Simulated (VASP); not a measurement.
# MgO (I4/mmm) in VASP: a series of runs

MgO is run at these levels: PBE; tasks: single point.

Program: VASP 6.6.1. These are calculated values, not measurements. Logs are shortened: lines on timing, memory, paths and dates and some standing lists are left out, and cuts for length are marked.

## (1) The cell of the first run

The structure is tetragonal, space group I4/mmm (No. 139). The conventional cell has a = 3.061 Å, b = 3.061 Å, c = 4.156 Å, α = 90.00°, β = 90.00°, γ = 90.00°. Within 2.8 Å of Mg (site symmetry 4/mmm) lie 6 O at 2.08 to 2.16 Å. Within 2.8 Å of O (site symmetry 4/mmm) lie 6 Mg at 2.08 to 2.16 Å.

## (2) Single point, PBE

File INCAR:

```
SYSTEM = MgO
PREC = Accurate
ENCUT = 520
EDIFF = 1E-6
ISMEAR = 0
SIGMA = 0.05
LREAL = .False.
LASPH = .True.
NELM = 60
ALGO = Normal
ISIF = 2
LWAVE = .False.
LCHARG = .False.
GGA = PE
NBANDS = 11
```

File KPOINTS:

```
regular mesh
0
Gamma
  10 10 10
  0 0 0
```

File POSCAR:

```
MgO
1.0
    0.0000000000      2.1644022651      2.0778261745
    2.1644022651      0.0000000000      2.0778261745
    2.1644022651      2.1644022651      0.0000000000
Mg O
1 1
Direct
    0.0000000000      0.0000000000      0.0000000000
    0.5000000000      0.5000000000      0.5000000000
```

Potentials or basis: VASP PAW PBE potentials, release 64 (Mg, O).

Started as:

```bash
> cat potpaw_PBE.64/Mg/POTCAR potpaw_PBE.64/O/POTCAR > POTCAR
> mpirun -np 1 vasp_std > vasp.out
```

OUTCAR:

```text
SYSTEM = MgO
   PREC = Accurate
   ENCUT = 520
   EDIFF = 1E-6
   ISMEAR = 0
   LREAL = .False.
   LASPH = .True.
   NELM = 60
   ISIF = 2
   GGA = PE

 ion  position               nearest neighbor table
   1  0.000  0.000  0.000-   2 2.08   2 2.08   2 2.16   2 2.16   2 2.16   2 2.16
   2  0.500  0.500  0.500-   1 2.08   1 2.08   1 2.16   1 2.16   1 2.16   1 2.16

  LATTYP: Found a body centered tetragonal cell.
 ALAT       =     3.0609270377
 C/A-ratio  =     1.3576450199

  Lattice vectors:

 A1 = (   0.0000000000,  -2.1644022651,  -2.0778261745)
 A2 = (   0.0000000000,   2.1644022651,  -2.0778261745)
 A3 = (   2.1644022651,   0.0000000000,   2.0778261745)

Analysis of symmetry for initial positions (statically):
=====================================================================
 Subroutine PRICEL returns:
 Original cell was already a primitive cell.

 Routine SETGRP: Setting up the symmetry group for a
 body centered tetragonal supercell.

 Subroutine GETGRP returns: Found 16 space group operations
 (whereof 16 operations were pure point group operations)
 out of a pool of 16 trial point group operations.

The static configuration has the point symmetry D_4h.

Analysis of symmetry for dynamics (positions and initial velocities):
=====================================================================
 Subroutine PRICEL returns:
 Original cell was already a primitive cell.

 Routine SETGRP: Setting up the symmetry group for a
 body centered tetragonal supercell.

 Subroutine GETGRP returns: Found 16 space group operations
 (whereof 16 operations were pure point group operations)
 out of a pool of 16 trial point group operations.

The dynamic configuration has the point symmetry D_4h.

 Subroutine INISYM returns: Found 16 space group operations
 (whereof 16 operations are pure point group operations),
 and found     1 'primitive' translations

----------------------------------------------------------------------------------------

                                     Primitive cell

  volume of cell :      19.4677

  direct lattice vectors                    reciprocal lattice vectors
     0.000000000  2.164402265  2.077826175    -0.231010662  0.231010662  0.240636106
     2.164402265  0.000000000  2.077826175     0.231010662 -0.231010662  0.240636106
     2.164402265  2.164402265  0.000000000     0.231010662  0.231010662 -0.240636106

  length of vectors
     3.000333111  3.000333111  3.060927038     0.405755576  0.405755576  0.405755576

  position of ions in fractional coordinates (direct lattice)
     0.000000000  0.000000000  0.000000000
     0.500000000  0.500000000  0.500000000

  ion indices of the primitive-cell ions
   primitive index   ion index
                 1           1
                 2           2

----------------------------------------------------------------------------------------

 KPOINTS: regular mesh

Automatic generation of k-mesh.
 Grid dimensions read from file:
 generate k-points for:   10   10   10

 Generating k-lattice:

  Cartesian coordinates                     Fractional coordinates (reciprocal lattice)
    -0.023101066  0.023101066  0.024063611     0.100000000  0.000000000  0.000000000
     0.023101066 -0.023101066  0.024063611     0.000000000  0.100000000  0.000000000
     0.023101066  0.023101066 -0.024063611    -0.000000000 -0.000000000  0.100000000

  Length of vectors
     0.040575558  0.040575558  0.040575558

  Shift w.r.t. Gamma in fractional coordinates (k-lattice)
     0.000000000  0.000000000  0.000000000

 Subroutine IBZKPT returns following result:
 ===========================================

 Found    102 irreducible k-points:

 Following reciprocal coordinates:
            Coordinates               Weight
  0.000000  0.000000  0.000000      1.000000
  0.100000 -0.000000  0.000000      8.000000
  0.200000 -0.000000  0.000000      8.000000
  0.300000  0.000000  0.000000      8.000000
  0.400000  0.000000  0.000000      8.000000
  0.500000 -0.000000  0.000000      4.000000
[... 16 lines left out ...]
  0.300000  0.300000  0.000000      2.000000
  0.400000  0.300000  0.000000      8.000000
 [... further k-points ...]
   k-points           NKPTS =    102   k-points in BZ     NKDIM =    102   number of bands    NBANDS=     11
   number of dos      NEDOS =    301   number of ions     NIONS =      2
   total plane-waves  NPLWV =  13824
   dimension x,y,z NGX =    24 NGY =   24 NGZ =   24
   dimension x,y,z NGXF=    48 NGYF=   48 NGZF=   48
   ions per type =               1   1
   NGX,Y,Z   is equivalent  to a cutoff of  13.30, 13.30, 13.03 a.u.
   NGXF,Y,Z  is equivalent  to a cutoff of  26.60, 26.60, 26.07 a.u.
 SYSTEM =  MgO
   PREC   = accura    normal or accurate (medium, high low for compatibility)
   ISTART =      0    job   : 0-new  1-cont  2-samecut
   ICHARG =      2    charge: 1-file 2-atom 10-const
   ISPIN  =      1    spin polarized calculation?
   LNONCOLLINEAR =      F non collinear calculations
   LSORBIT =      F    spin-orbit coupling
   LASPH  =      T    aspherical Exc in radial PAW
   ENCUT  =  520.0 eV  38.22 Ry    6.18 a.u.   5.58  5.58  5.69*2*pi/ulx,y,z
   NELM   =     60;   NELMIN=  2; NELMDL= -5     # of ELM steps
   EDIFF  = 0.1E-05   stopping-criterion for ELM
   LREAL  =      F    real-space projection
   EDIFFG = 0.1E-04   stopping-criterion for IOM
   NSW    =      0    number of steps for IOM
   IBRION =     -1    ionic relax: 0-MD 1-quasi-New 2-CG
   NFREE  =      0    steps in history (QN), initial steepest desc. (CG)
   ISIF   =      2    stress and relaxation
   ISYM   =      2    0-nonsym 1-usesym 2-fastsym
   POTIM  = 0.5000    time-step for ionic-motion
   TEBEG  =    0.0;   TEEND  =   0.0 temperature during run
   PSTRESS=    0.0 pullay stress
   NELECT =       8.0000    total number of electrons
   NUPDOWN=      -1.0000    fix difference up-down
   EMIN   =  10.00;   EMAX   =-10.00  energy-range for DOS
   EFERMI =   0.00;   METHOD = LEGACY
   ISMEAR =     0;   SIGMA  =   0.05  broadening in eV -4-tet -1-fermi 0-gaus
   EFERMI_NEDOS =   21; number of points for ismear=-14 and -15
   IALGO  =     38    algorithm
   IMIX   =      4    mixing-type and parameters
     AMIX     =   0.40;   BMIX     =  1.00
     AMIX_MAG =   1.60;   BMIX_MAG =  1.00
  volume/ion in A,a.u.               =       9.73        65.69
  Fermi-wavevector in a.u.,A,eV,Ry     =   1.217119  2.300022 20.155386  1.481379
  Thomas-Fermi vector in A             =   2.352450
   LORBIT       =      0    0 simple, 1 ext, 2 COOP (PROOUT), +10 PAW based schemes
   GGA     = PE    functional components
   LHFCALC =     F    Hartree Fock is set to
   AEXX    =    0.0000 exact exchange contribution
   IVDW    =     0    specifies the selected vdW correction
   LEPSILON=     F    determine dielectric tensor
   LRPA    =     F    only Hartree local field effects (RPA)
 non-spin polarized calculation
 Gauss-broadening in eV      SIGMA  =   0.05
  energy-cutoff  :      520.00
  volume of cell :       19.47
 maximum number of plane-waves:       540
 NGX is ok and might be reduce to    24
   NGX = 11   NGY = 11   NGZ = 11

 number of electron       8.0000001 magnetization

 Free energy of the ion-electron system (eV)
  ---------------------------------------------------
  ext. energy  EPLUGINS =         0.00000000
  ---------------------------------------------------
  free energy    TOTEN  =       -11.89791656 eV

  energy without entropy =      -11.89791656  energy(sigma->0) =      -11.89791656

 E-fermi :   3.1513     XC(G=0): -10.8826

 val. band max:        2.9141441645   @ k =   0.0000   0.0000   0.0000
 cond. band min:       7.2093956769   @ k =   0.0000   0.0000   0.0000
 fundamental gap:      4.2952515123
 Fermi energy:         3.1513360204

 k-point     1 :       0.0000    0.0000    0.0000
  band No.  band energies     occupation
      1     -14.1780      2.00000
      2       2.8127      2.00000
      3       2.9141      2.00000
      4       2.9141      2.00000
      5       7.2094      0.00000
      6      18.3306      0.00000
      7      18.3306      0.00000
      8      18.7435      0.00000
      9      22.2814      0.00000
     10      23.3423      0.00000
     11      24.6676      0.00000

 k-point     2 :       0.1000   -0.0000    0.0000
  band No.  band energies     occupation
      1     -14.0796      2.00000
      2       2.2315      2.00000
      3       2.7958      2.00000
      4       2.8433      2.00000
      5       7.8427      0.00000
      6      17.2192      0.00000
      7      18.5399      0.00000
      8      18.8410      0.00000
      9      22.6464      0.00000
     10      23.6546      0.00000
     11      23.9486      0.00000

 k-point     3 :       0.2000   -0.0000    0.0000
  band No.  band energies     occupation
      1     -13.8099      2.00000
      2       0.9551      2.00000
      3       2.6520      2.00000
      4       2.6643      2.00000
      5       9.0420      0.00000
      6      15.6935      0.00000
      7      18.8774      0.00000
      8      19.3450      0.00000
      9      22.1153      0.00000
     10      22.8646      0.00000
     11      24.5668      0.00000

 k-point     4 :       0.3000    0.0000    0.0000
  band No.  band energies     occupation
      1     -13.4476      2.00000
      2      -0.3061      2.00000
      3       2.4545      2.00000
      4       2.4845      2.00000
      5      10.0163      0.00000
      6      14.9196      0.00000
      7      18.7748      0.00000
      8      19.5491      0.00000
      9      22.7623      0.00000
     10      23.0735      0.00000
     11      24.0078      0.00000

 k-point     5 :       0.4000    0.0000    0.0000
  band No.  band energies     occupation
      1     -13.1253      2.00000
      2      -1.2197      2.00000
      3       2.2929      2.00000
      4       2.3544      2.00000
      5      10.4368      0.00000
      6      14.8923      0.00000
      7      18.4708      0.00000
      8      19.3750      0.00000
      9      23.2931      0.00000
     10      24.0311      0.00000
     11      24.4149      0.00000
[... 211 lines left out ...]
 k-point    21 :      -0.3000    0.2000    0.0000
  band No.  band energies     occupation
      1     -13.0675      2.00000
      2      -0.5749      2.00000
      3       1.1686      2.00000
      4       2.2308      2.00000
      5      11.7628      0.00000
      6      14.7090      0.00000
      7      16.6090      0.00000
      8      19.3777      0.00000
      9      22.5668      0.00000
     10      23.3229      0.00000
     11      27.7365      0.00000

 k-point    22 :      -0.2000    0.2000    0.0000
  band No.  band energies     occupation
      1     -13.3603      2.00000
      2      -0.0121      2.00000
      3       1.5743      2.00000
      4       2.4527      2.00000
      5      10.9232      0.00000
      6      14.7782      0.00000
      7      17.4921      0.00000
      8      19.8057      0.00000
      9      20.8618      0.00000
     10      23.7641      0.00000
     11      27.6151      0.00000

 k-point    23 :       0.3000    0.3000    0.0000
  band No.  band energies     occupation
      1     -13.2061      2.00000
      2      -0.1650      2.00000
      3       1.9166      2.00000
      4       1.9166      2.00000
      5      11.3171      0.00000
      6      13.0384      0.00000
      7      17.3558      0.00000
      8      20.0459      0.00000
      9      20.0459      0.00000
     10      26.1414      0.00000
     11      30.0173      0.00000

 k-point    24 :       0.4000    0.3000    0.0000
  band No.  band energies     occupation
      1     -12.9763      2.00000
      2      -0.5454      2.00000
      3       1.5828      2.00000
      4       1.7617      2.00000
      5      12.0410      0.00000
      6      12.7184      0.00000
      7      16.4556      0.00000
      8      20.2181      0.00000
      9      20.4809      0.00000
     10      26.9485      0.00000
     11      29.4913      0.00000

 [... further k-points ...]
[... 5 lines left out ...]
  --------------------------------------------------------------------------------------
  -------------------------------------------------------------------------------------
  Total       -0.5337499     -0.5337499      0.3608812      0.0000000      0.0000000      0.0000000
  in kB      -43.9271662    -43.9271662     29.7002237      0.0000000      0.0000000      0.0000000
  external PRESSURE =     -19.3847029 kB  Pullay stress =       0.0000000 kB

 VOLUME and BASIS-vectors are now :
 -----------------------------------------------------------------------------
  energy-cutoff  :      520.00
  volume of cell :       19.47
      direct lattice vectors                 reciprocal lattice vectors
     0.000000000  2.164402265  2.077826175    -0.231010662  0.231010662  0.240636106
     2.164402265  0.000000000  2.077826175     0.231010662 -0.231010662  0.240636106
     2.164402265  2.164402265  0.000000000     0.231010662  0.231010662 -0.240636106

 POSITION                                       TOTAL-FORCE (eV/Angst)
 -----------------------------------------------------------------------------------
      0.00000      0.00000      0.00000         0.000000     -0.000000      0.000000
      2.16440      2.16440      2.07783        -0.000000      0.000000      0.000000
 -----------------------------------------------------------------------------------
    total drift:                               -0.000000     -0.000000      0.000000

  FREE ENERGIE OF THE ION-ELECTRON SYSTEM (eV)
  ---------------------------------------------------
  free  energy   TOTEN  =       -11.8979165625 eV

  energy  without entropy=      -11.8979165625  energy(sigma->0) =      -11.89791656
```

It took 21 s on 1 thread of Intel Xeon 8259CL, shared host; peak memory 0.15 GiB.

What came out:

- Free energy: -11.8979 eV
- Pressure: -1.9 GPa
- Band gap on the k mesh: 4.30 eV, direct

Levels at points of the mesh, in eV from the valence-band top:
```csv
k point,band 1,band 2,band 3,band 4,band 5,band 6,band 7,band 8,band 9
"(0.00, 0.00, 0.00)",-17.09,-0.10,0.00,0.00,4.30,15.42,15.42,15.83,19.37
"(0.50, 0.00, 0.00)",-15.91,-4.47,-0.68,-0.61,7.60,12.10,15.43,16.36,20.23
"(0.50, 0.50, 0.00)",-15.60,-3.86,-1.43,-1.43,8.77,9.50,13.00,18.01,18.01
"(0.50, 0.00, 0.50)",-15.70,-3.99,-1.39,-1.14,9.19,9.52,12.46,18.11,18.88
```

## (3) Single point, PBE

File INCAR:

```
PREC = Accurate ; ENCUT = 520
EDIFF = 1E-6 ; ISMEAR = 0
SIGMA = 0.05 ; LREAL = False
LASPH = True ; NELM = 80
ALGO = Normal ; ISIF = 2
LWAVE = False ; LCHARG = False
GGA = PE ; NBANDS = 11
```

File KPOINTS:

```
regular mesh
0
Gamma
  10 10 10
```

File POSCAR:

```
MgO
1.0
    0.0000000000      2.1007060737      2.2057413773
    2.1007060737      0.0000000000      2.2057413773
    2.1007060737      2.1007060737      0.0000000000
Mg O
1 1
Direct
    0.0000000000      0.0000000000      0.0000000000
    0.5000000000      0.5000000000      0.5000000000
```

Potentials or basis: VASP PAW PBE potentials, release 64 (Mg, O).

Started as:

```bash
> cat potpaw_PBE.64/Mg/POTCAR potpaw_PBE.64/O/POTCAR > POTCAR
> mpirun -np 1 vasp_std > vasp.out
```

Run time: 19 s. Hardware: 1 thread of Intel Xeon 8259CL, shared host; peak memory 0.15 GiB.

Results (log left out):

```yaml
Free_energy: -11.8947 eV
Pressure: -1.8 GPa
Band_gap_on_the_k_mesh: 4.26 eV, direct
```

Stress tensor (GPa, compression positive):
```
 0.72  0.00  0.00
 0.00  0.72  0.00
 0.00  0.00 -6.73
```

Levels at points of the mesh, in eV from the valence-band top:
| k point | band 2 | band 3 | band 4 | band 5 | band 6 | band 7 |
| --- | --- | --- | --- | --- | --- | --- |
| (0.00, 0.00, 0.00) | -0.10 | -0.10 | 0.00 | 4.26 | 15.20 | 15.70 |
| (0.50, 0.00, 0.00) | -4.50 | -0.73 | -0.63 | 7.56 | 12.06 | 15.37 |
| (0.50, 0.50, 0.00) | -4.08 | -1.23 | -1.23 | 9.34 | 9.53 | 12.18 |
| (0.50, 0.00, 0.50) | -3.93 | -1.57 | -1.26 | 8.87 | 9.46 | 12.82 |
